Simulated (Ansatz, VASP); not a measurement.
One calculation of LaSb, two programs

```
La Sb
1.0
     0.00000    3.22322    3.22322
     3.22322    0.00000    3.22322
     3.22322    3.22322    0.00000
La Sb
1 1
Direct
  0.00000 0.00000 0.00000
  0.50000 0.50000 0.50000
```

Change from the starting cell: volume scaled by 0.98, crystal datasets.

Alike in both runs: task electric field gradients; functional PBEsol; k mesh 10 × 10 × 10; occupations fermi-dirac, width 0.05 eV; no spin polarisation.

|  | VASP | Ansatz |
| --- | --- | --- |
| version | VASP 6.6.1 | Ansatz 0.2.0 |
| potentials or method | VASP PAW PBE potentials, release 64 (La, Sb), cutoff 520 eV | all-electron PAW with datasets made for the crystal, scalar-relativistic |

Ansatz gave:

```
pressure (GPa) : 0.2
```

Q: Which values does VASP return?

A: Pressure (GPa): 0.1.

VASP's potentials were made for PBE, not for PBEsol. Ansatz ran all-electron here, and VASP with PAW potentials.

Neither program's run includes spin-orbit coupling.
